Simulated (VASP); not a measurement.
Write the native input for VASP 6.6.1 that does the following.

```yaml
Task: electric field gradients
Functional: r2SCAN
Potentials_or_basis: VASP PAW PBE potentials, release 64 (Cd, Se)
Cutoff: 520 eV
k_mesh: 8 × 8 × 5
Occupations: fermi-dirac, width 0.025 eV
Spin: no spin polarisation
Dipole_correction: no
Further_INCAR_settings: ALGO = Normal; EDIFF = 1e-08; NBANDS = 26
```

CdSe:

```
Cd Se
1.0
     4.34609    0.00000    0.00000
    -2.17304    3.76382    0.00000
     0.00000    0.00000    7.08984
Cd Se
2 2
Direct
  0.66667 0.33333 0.49995
  0.33333 0.66667 0.99995
  0.66667 0.33333 0.87591
  0.33333 0.66667 0.37591
```

The input as run:

POSCAR

```
CdSe
1.0
    4.3460853832      0.0000000000      0.0000000000
   -2.1730426916      3.7638203488      0.0000000000
    0.0000000000      0.0000000000      7.0898398800
Cd Se
2 2
Direct
    0.6666666667      0.3333333333      0.4999533600
    0.3333333333      0.6666666667      0.9999533600
    0.6666666667      0.3333333333      0.8759066400
    0.3333333333      0.6666666667      0.3759066400
```

INCAR.step1

```
SYSTEM = CdSe
ALGO     = Normal         ! electronic algorithm
EDIFF    = 1E-4           ! SCF threshold, eV
ENCUT    = 520            ! plane-wave cutoff, eV
GGA      = PE             ! functional
ISMEAR   = -1             ! smearing method
LASPH    = .TRUE.         ! aspherical terms in the spheres
LCHARG   = .FALSE.        ! write CHGCAR
LREAL    = .FALSE.        ! projectors in reciprocal space
LWAVE    = .TRUE.         ! write WAVECAR
NBANDS   = 26             ! bands
NELM     = 60             ! most SCF steps
PREC     = Accurate       ! precision mode
SIGMA    = 0.025          ! smearing width, eV
```

INCAR.step2

```
SYSTEM = CdSe
ALGO     = Normal         ! electronic algorithm
EDIFF    = 1E-8           ! SCF threshold, eV
ENCUT    = 520            ! plane-wave cutoff, eV
ISIF     = 2              ! what is computed and relaxed
ISMEAR   = -1             ! smearing method
ISTART   = 1            
LASPH    = .TRUE.         ! aspherical terms in the spheres
LCHARG   = .FALSE.        ! write CHGCAR
LEFG     = .TRUE.       
LMIXTAU  = .TRUE.       
LREAL    = .FALSE.        ! projectors in reciprocal space
LWAVE    = .FALSE.        ! write WAVECAR
METAGGA  = R2SCAN         ! meta-GGA
NBANDS   = 26             ! bands
NELM     = 60             ! most SCF steps
PREC     = Accurate       ! precision mode
SIGMA    = 0.025          ! smearing width, eV
```

KPOINTS

```
k-points
0
G
  8 8 5
  0 0 0
```

Potentials or basis: VASP PAW PBE potentials, release 64 (Cd, Se).

Command:

```sh
$ cat potpaw_PBE.64/Cd/POTCAR potpaw_PBE.64/Se/POTCAR > POTCAR
$ cp INCAR.step1 INCAR
$ mpirun -np 1 vasp_std > vasp.out
$ cp INCAR.step2 INCAR
$ mpirun -np 1 vasp_std > vasp.out
```

It gave:

```json
{
 "Pressure": "0.0 GPa",
 "Largest force": "0.003 eV/Å",
 "Band gap on the k mesh": "1.08 eV, direct"
}
```

Caveat: without QUAD_EFG the Cq values of the log hold for a quadrupole moment of 1 mb, not for the nuclei; the PAW data sets were made with another functional, which shifts forces and pressure a little.

Run time: 9.7 min on 1 thread of AMD EPYC 7R43 64-Core Processor (Zen 3), on a shared host, peak memory 0.25 GiB.
